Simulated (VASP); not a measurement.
# TaN (P-6m2) in VASP: notebook, part 2 of 2

VASP 6.6.1. Earlier steps stand in the parts before.

## (4) Single point, r2SCAN

This run uses another cell than the first one, of 11.21 Å³/atom, 1.040 times its volume.

File POSCAR:

```
TaN
1.0
    2.9766623284      0.0000000000      0.0000000000
   -1.4883311642      2.5778655634      0.0000000000
    0.0000000000      0.0000000000      2.9209385612
Ta N
1 1
Direct
    0.3333333333      0.6666666667      0.5000000000
    0.0000000000      0.0000000000      0.0000000000
```

File INCAR.step1:

```
SYSTEM = TaN
ALGO = Normal ; EDIFF = 1E-4
ENCUT = 520 ; GGA = PE
ISMEAR = -1 ; LASPH = .True.
LCHARG = .False. ; LREAL = .False.
LWAVE = .True. ; NBANDS = 15
NELM = 100 ; PREC = Accurate
SIGMA = 0.1
```

File INCAR.step2:

```
SYSTEM = TaN
ALGO = Normal ; EDIFF = 1E-7
ENCUT = 520 ; ISIF = 2
ISMEAR = -1 ; ISTART = 1
LASPH = .True. ; LCHARG = .False.
LMIXTAU = .True. ; LREAL = .False.
LWAVE = .False. ; METAGGA = R2SCAN
NBANDS = 15 ; NELM = 100
PREC = Accurate ; SIGMA = 0.1
```

File KPOINTS:

```
k-points
0
Gamma
  11 11 10
  0 0 0
```

Potentials or basis: VASP PAW PBE potentials, release 64 (Ta_pv, N).

The run is started by

```bash
> cat potpaw_PBE.64/Ta_pv/POTCAR potpaw_PBE.64/N/POTCAR > POTCAR
> cp INCAR.step1 INCAR
> mpirun -np 1 vasp_std > vasp.out
> cp INCAR.step2 INCAR
> mpirun -np 1 vasp_std > vasp.out
```

OUTCAR:

```text
SYSTEM = TaN
   EDIFF = 1E-7
   ENCUT = 520
   ISIF = 2
   ISMEAR = -1
   ISTART = 1
   LASPH = .True.
   LREAL = .False.
   METAGGA = R2SCAN
   NELM = 100
   PREC = Accurate

 ion  position               nearest neighbor table
   1  0.333  0.667  0.500-   2 2.26   2 2.26   2 2.26   2 2.26   2 2.26   2 2.26
   2  0.000  0.000  0.000-   1 2.26   1 2.26   1 2.26   1 2.26   1 2.26   1 2.26

  LATTYP: Found a hexagonal cell.
 ALAT       =     2.9766623284
 C/A-ratio  =     0.9812797822

  Lattice vectors:

 A1 = (   2.9766623284,   0.0000000000,   0.0000000000)
 A2 = (  -1.4883311642,   2.5778655634,   0.0000000000)
 A3 = (   0.0000000000,   0.0000000000,   2.9209385612)

Analysis of symmetry for initial positions (statically):
=====================================================================
 Subroutine PRICEL returns:
 Original cell was already a primitive cell.

 Routine SETGRP: Setting up the symmetry group for a
 hexagonal supercell.

 Subroutine GETGRP returns: Found 12 space group operations
 (whereof 12 operations were pure point group operations)
 out of a pool of 24 trial point group operations.

The static configuration has the point symmetry D_3h.

Analysis of symmetry for dynamics (positions and initial velocities):
=====================================================================
 Subroutine PRICEL returns:
 Original cell was already a primitive cell.

 Routine SETGRP: Setting up the symmetry group for a
 hexagonal supercell.

 Subroutine GETGRP returns: Found 12 space group operations
 (whereof 12 operations were pure point group operations)
 out of a pool of 24 trial point group operations.

The dynamic configuration has the point symmetry D_3h.

 Subroutine INISYM returns: Found 12 space group operations
 (whereof 12 operations are pure point group operations),
 and found     1 'primitive' translations

----------------------------------------------------------------------------------------

                                     Primitive cell

  volume of cell :      22.4136

  direct lattice vectors                    reciprocal lattice vectors
     2.976662328  0.000000000  0.000000000     0.335946738  0.193958912  0.000000000
    -1.488331164  2.577865563  0.000000000     0.000000000  0.387917824  0.000000000
     0.000000000  0.000000000  2.920938561     0.000000000  0.000000000  0.342355712

  length of vectors
     2.976662328  2.976662648  2.920938561     0.387917866  0.387917824  0.342355712

  position of ions in fractional coordinates (direct lattice)
     0.333333333  0.666666667  0.500000000
     0.000000000  0.000000000  0.000000000

  ion indices of the primitive-cell ions
   primitive index   ion index
                 1           1
                 2           2

----------------------------------------------------------------------------------------

 KPOINTS: k-points

Automatic generation of k-mesh.
 Grid dimensions read from file:
 generate k-points for:   11   11   10

 Generating k-lattice:

  Cartesian coordinates                     Fractional coordinates (reciprocal lattice)
     0.030540613  0.017632628  0.000000000     0.090909091  0.000000000  0.000000000
     0.000000000  0.035265257  0.000000000     0.000000000  0.090909091  0.000000000
     0.000000000  0.000000000  0.034235571     0.000000000  0.000000000  0.100000000

  Length of vectors
     0.035265261  0.035265257  0.034235571

  Shift w.r.t. Gamma in fractional coordinates (k-lattice)
     0.000000000  0.000000000  0.000000000

 Subroutine IBZKPT returns following result:
 ===========================================

 Found     96 irreducible k-points:

 Following reciprocal coordinates:
            Coordinates               Weight
  0.000000  0.000000  0.000000      1.000000
  0.090909 -0.000000  0.000000      6.000000
  0.181818 -0.000000  0.000000      6.000000
  0.272727 -0.000000  0.000000      6.000000
  0.363636 -0.000000  0.000000      6.000000
  0.454545 -0.000000  0.000000      6.000000
[... 16 lines left out ...]
  0.090909  0.090909  0.100000     12.000000
  0.181818  0.090909  0.100000     24.000000
 [... further k-points ...]
   k-points           NKPTS =     96   k-points in BZ     NKDIM =     96   number of bands    NBANDS=     15
   number of dos      NEDOS =    301   number of ions     NIONS =      2
   total plane-waves  NPLWV =  13824
   dimension x,y,z NGX =    24 NGY =   24 NGZ =   24
   dimension x,y,z NGXF=    48 NGYF=   48 NGZF=   48
   ions per type =               1   1
   NGX,Y,Z   is equivalent  to a cutoff of  13.40, 13.40, 13.66 a.u.
   NGXF,Y,Z  is equivalent  to a cutoff of  26.81, 26.81, 27.32 a.u.
 SYSTEM =  TaN
   PREC   = accura    normal or accurate (medium, high low for compatibility)
   ISTART =      1    job   : 0-new  1-cont  2-samecut
   ICHARG =      0    charge: 1-file 2-atom 10-const
   ISPIN  =      1    spin polarized calculation?
   LNONCOLLINEAR =      F non collinear calculations
   LSORBIT =      F    spin-orbit coupling
   LASPH  =      T    aspherical Exc in radial PAW
   ENCUT  =  520.0 eV  38.22 Ry    6.18 a.u.   5.53  5.53  5.43*2*pi/ulx,y,z
   NELM   =    100;   NELMIN=  2; NELMDL=  0     # of ELM steps
   EDIFF  = 0.1E-06   stopping-criterion for ELM
   LREAL  =      F    real-space projection
   EDIFFG = 0.1E-05   stopping-criterion for IOM
   NSW    =      0    number of steps for IOM
   IBRION =     -1    ionic relax: 0-MD 1-quasi-New 2-CG
   NFREE  =      0    steps in history (QN), initial steepest desc. (CG)
   ISIF   =      2    stress and relaxation
   ISYM   =      2    0-nonsym 1-usesym 2-fastsym
   POTIM  = 0.5000    time-step for ionic-motion
   TEBEG  =    0.0;   TEEND  =   0.0 temperature during run
   PSTRESS=    0.0 pullay stress
   NELECT =      16.0000    total number of electrons
   NUPDOWN=      -1.0000    fix difference up-down
   EMIN   =  10.00;   EMAX   =-10.00  energy-range for DOS
   EFERMI =   0.00;   METHOD = LEGACY
   ISMEAR =    -1;   SIGMA  =   0.10  broadening in eV -4-tet -1-fermi 0-gaus
   EFERMI_NEDOS =   21; number of points for ismear=-14 and -15
   IALGO  =     38    algorithm
   IMIX   =      4    mixing-type and parameters
     AMIX     =   0.40;   BMIX     =  1.00
     AMIX_MAG =   1.60;   BMIX_MAG =  1.00
  volume/ion in A,a.u.               =      11.21        75.63
  Fermi-wavevector in a.u.,A,eV,Ry     =   1.463111  2.764880 29.125925  2.140695
  Thomas-Fermi vector in A             =   2.579245
   LORBIT       =      0    0 simple, 1 ext, 2 COOP (PROOUT), +10 PAW based schemes
   METAGGA = R2SCAN    functional components
   LHFCALC =     F    Hartree Fock is set to
   AEXX    =    0.0000 exact exchange contribution
   IVDW    =     0    specifies the selected vdW correction
   LEPSILON=     F    determine dielectric tensor
   LRPA    =     F    only Hartree local field effects (RPA)
 non-spin polarized calculation
  energy-cutoff  :      520.00
  volume of cell :       22.41
 maximum number of plane-waves:       634
 NGX is ok and might be reduce to    24
   NGX = 11   NGY = 11   NGZ = 11

 number of electron      16.0000001 magnetization

 Free energy of the ion-electron system (eV)
  ---------------------------------------------------
  ext. energy  EPLUGINS =         0.00000000
  ---------------------------------------------------
  free energy    TOTEN  =       -60.36820587 eV

  energy without entropy =      -60.36618181  energy(sigma->0) =      -60.36719384

 E-fermi :   7.8344     XC(G=0): -14.1048

 val. band max:        7.7366390320   @ k =   0.0000   0.0000   0.5000
 cond. band min:       7.8418270757   @ k =   0.0000   0.0000   0.4000
 fundamental gap:      0.1051880437
 Fermi energy:         7.8344457175

 k-point     1 :       0.0000    0.0000    0.0000
  band No.  band energies     occupation
      1     -28.4489      2.00000
      2     -28.2068      2.00000
      3     -28.2068      2.00000
      4     -10.6930      2.00000
      5       3.1619      2.00000
      6       3.1619      2.00000
      7       3.5944      2.00000
      8       4.7214      2.00000
      9       9.9969      0.00000
     10      11.3800      0.00000
     11      11.3800      0.00000
     12      11.8170      0.00000
     13      11.8170      0.00000
     14      18.2595      0.00000
     15      21.5519      0.00000
[... 397 lines left out ...]
 k-point    24 :       0.1818    0.0909    0.1000
  band No.  band energies     occupation
      1     -28.6378      2.00000
      2     -28.4659      2.00000
      3     -28.3164      2.00000
      4      -9.6156      2.00000
      5       1.1689      2.00000
      6       2.8748      2.00000
      7       3.7276      2.00000
      8       5.1658      2.00000
      9       9.6903      0.00000
     10      10.7639      0.00000
     11      12.1160      0.00000
     12      12.7042      0.00000
     13      13.9334      0.00000
     14      18.2595      0.00000
     15      21.2606      0.00000

 [... further k-points ...]
[... 5 lines left out ...]
  --------------------------------------------------------------------------------------
  -------------------------------------------------------------------------------------
  Total       -1.6221908     -1.6221912     -1.7169552      0.0000000      0.0000000      0.0000000
  in kB     -115.9578746   -115.9579078   -122.7318523      0.0000000      0.0000000      0.0000000
  external PRESSURE =    -118.2158782 kB  Pullay stress =       0.0000000 kB

 VOLUME and BASIS-vectors are now :
 -----------------------------------------------------------------------------
  energy-cutoff  :      520.00
  volume of cell :       22.41
      direct lattice vectors                 reciprocal lattice vectors
     2.976662328  0.000000000  0.000000000     0.335946738  0.193958912  0.000000000
    -1.488331164  2.577865563  0.000000000     0.000000000  0.387917824  0.000000000
     0.000000000  0.000000000  2.920938561     0.000000000  0.000000000  0.342355712

 POSITION                                       TOTAL-FORCE (eV/Angst)
 -----------------------------------------------------------------------------------
     -0.00000      1.71858      1.46047         0.000000      0.000000      0.000000
      0.00000      0.00000      0.00000        -0.000000     -0.000000      0.000000
 -----------------------------------------------------------------------------------
    total drift:                                0.000000      0.000005     -0.000000

  FREE ENERGIE OF THE ION-ELECTRON SYSTEM (eV)
  ---------------------------------------------------
  free  energy   TOTEN  =       -60.3682058659 eV

  energy  without entropy=      -60.3661818084  energy(sigma->0) =      -60.36719384
```

Wall time 2.1 min (1 thread of AMD EPYC 7R43 (Zen 3), shared host); peak memory 0.13 GiB.

Results:

- Free energy: -60.3682 eV
- Pressure: -11.8 GPa
- Band gap on the k mesh: zero (band 8 reaches 8.19 eV, above the bottom of band 9 at 7.74 eV)

Stress tensor (GPa, compression positive):
```
-11.60   0.00   0.00
  0.00 -11.60   0.00
  0.00   0.00 -12.27
```

Levels at points of the mesh, in eV from the Fermi level:
```tsv
k point	band 4	band 5	band 6	band 7	band 8	band 9	band 10	band 11	band 12	band 13
(0.00, 0.00, 0.00)	-18.53	-4.67	-4.67	-4.24	-3.11	2.16	3.55	3.55	3.98	3.98
(0.00, 0.00, 0.50)	-16.11	-9.50	-3.85	-3.85	-0.10	-0.10	2.24	3.47	3.47	8.50
```

Caveat: the PAW data sets were made with another functional, which shifts forces and pressure a little; spin-orbit coupling is left out, which moves the levels of the heavy elements.

## (5) Single point, r2SCAN

This run uses another cell than the first one, of 11.42 Å³/atom, 1.060 times its volume.

File POSCAR:

```
TaN
1.0
    2.9956224723      0.0000000000      0.0000000000
   -1.4978112361      2.5942855320      0.0000000000
    0.0000000000      0.0000000000      2.9395437670
Ta N
1 1
Direct
    0.3333333333      0.6666666667      0.5000000000
    0.0000000000      0.0000000000      0.0000000000
```

File INCAR.step1:

```
SYSTEM = TaN
PREC = Accurate ; ENCUT = 520
ISMEAR = -1 ; SIGMA = 0.1
LREAL = .False. ; LASPH = .True.
NELM = 80 ; NBANDS = 15
GGA = PE ; ALGO = Normal
EDIFF = 1E-4 ; LWAVE = .True.
LCHARG = .False.
```

File INCAR.step2:

```
SYSTEM = TaN
PREC = Accurate ; ENCUT = 520
EDIFF = 1E-6 ; ISMEAR = -1
SIGMA = 0.1 ; LREAL = .False.
LASPH = .True. ; NELM = 80
ALGO = Normal ; ISIF = 2
LWAVE = .False. ; LCHARG = .True.
METAGGA = R2SCAN ; LMIXTAU = .True.
LELF = .True. ; LVHAR = .True.
NBANDS = 15 ; ISTART = 1
```

File KPOINTS:

```
Automatic mesh
0
Gamma
  11 11 10
  0 0 0
```

The run is started by

```bash
> cat potpaw_PBE.64/Ta_pv/POTCAR potpaw_PBE.64/N/POTCAR > POTCAR
> cp INCAR.step1 INCAR
> mpirun -np 1 vasp_std > vasp.out
> cp INCAR.step2 INCAR
> mpirun -np 1 vasp_std > vasp.out
```

Run time: 2.3 min. Hardware: 1 thread of AMD EPYC 7R43 (Zen 3), shared host; peak memory 0.13 GiB.

It converged, with:

```yaml
Free_energy: -60.3291 eV
Pressure: -17.4 GPa
Band_gap_on_the_k_mesh: zero (band 8 reaches 7.99 eV, above the bottom of band 9 at 7.55 eV)
```

Stress tensor (GPa, compression positive):
```
-17.00   0.00   0.00
  0.00 -17.00   0.00
  0.00   0.00 -18.32
```

Levels at points of the mesh, in eV from the Fermi level:
| k point | band 4 | band 5 | band 6 | band 7 | band 8 | band 9 | band 10 | band 11 | band 12 | band 13 |
| --- | --- | --- | --- | --- | --- | --- | --- | --- | --- | --- |
| (0.00, 0.00, 0.00) | -18.38 | -4.59 | -4.59 | -4.16 | -3.08 | 2.02 | 3.46 | 3.46 | 3.88 | 3.88 |
| (0.00, 0.00, 0.50) | -16.05 | -9.37 | -3.78 | -3.78 | -0.09 | -0.09 | 2.19 | 3.42 | 3.42 | 8.32 |

Caveat: the PAW data sets were made with another functional, which shifts forces and pressure a little; spin-orbit coupling is left out, which moves the levels of the heavy elements.

## (6) Summary

| cell | gap on the mesh (eV) | pressure (GPa) |
| --- | --- | --- |
| a = 2.938, b = 2.938, c = 2.883 Å, angles 90.0, 90.0, 120.0°, 2 atoms | none | 1.4 |
| a = 2.957, b = 2.957, c = 2.902 Å, angles 90.0, 90.0, 120.0°, 2 atoms | none | -5.6 |
| a = 2.977, b = 2.977, c = 2.921 Å, angles 90.0, 90.0, 120.0°, 2 atoms | none | -11.8 |
| a = 2.996, b = 2.996, c = 2.940 Å, angles 90.0, 90.0, 120.0°, 2 atoms | none | -17.4 |

Alike in all rows: task single point; level r2SCAN; potentials or basis VASP PAW PBE potentials, release 64 (Ta_pv, N); no spin polarisation; k mesh 11 × 11 × 10; cutoff (eV) 520; smearing fermi-dirac 0.1 eV.

Caveats: the PAW data sets were made with another functional, which shifts forces and pressure a little; spin-orbit coupling is left out, which moves the levels of the heavy elements.

Absolute energies hang on the potentials; compare differences alone.
